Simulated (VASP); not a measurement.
A run of VASP 6.6.1:

File INCAR:

```
SYSTEM = CaO
ALGO = Normal ; EDIFF = 1E-6
ENCUT = 520 ; GGA = PE
ISIF = 2 ; ISMEAR = 0
LASPH = .True. ; LCHARG = .True.
LELF = .True. ; LREAL = .False.
LVHAR = .True. ; LWAVE = .False.
NBANDS = 15 ; NELM = 100
PREC = Accurate ; SIGMA = 0.028999999999999998
```

The input KPOINTS:

```
k-points
0
Gamma
  10 10 10
  0 0 0
```

POSCAR

```
CaO
1.0
    0.0000000000      2.4035556960      2.4035556960
    2.4035556960      0.0000000000      2.4035556960
    2.4035556960      2.4035556960      0.0000000000
Ca O
1 1
Direct
    0.0000000000      0.0000000000      0.0000000000
    0.5000000000      0.5000000000      0.5000000000
```

Potentials or basis: VASP PAW PBE potentials, release 64 (Ca_sv, O).

Command:

```sh
$ cat potpaw_PBE.64/Ca_sv/POTCAR potpaw_PBE.64/O/POTCAR > POTCAR
$ mpirun -np 1 vasp_std > vasp.out
```

Hardware: 1 thread of Intel(R) Xeon(R) Platinum 8375C CPU @ 2.90GHz (Ice Lake) (shared host).

Estimate the wall time of this run.

Wall time 23 s on 1 thread of Intel(R) Xeon(R) Platinum 8375C CPU @ 2.90GHz (Ice Lake), on a shared host, peak memory 0.17 GiB. Counts: scf iterations 12, k points 47.
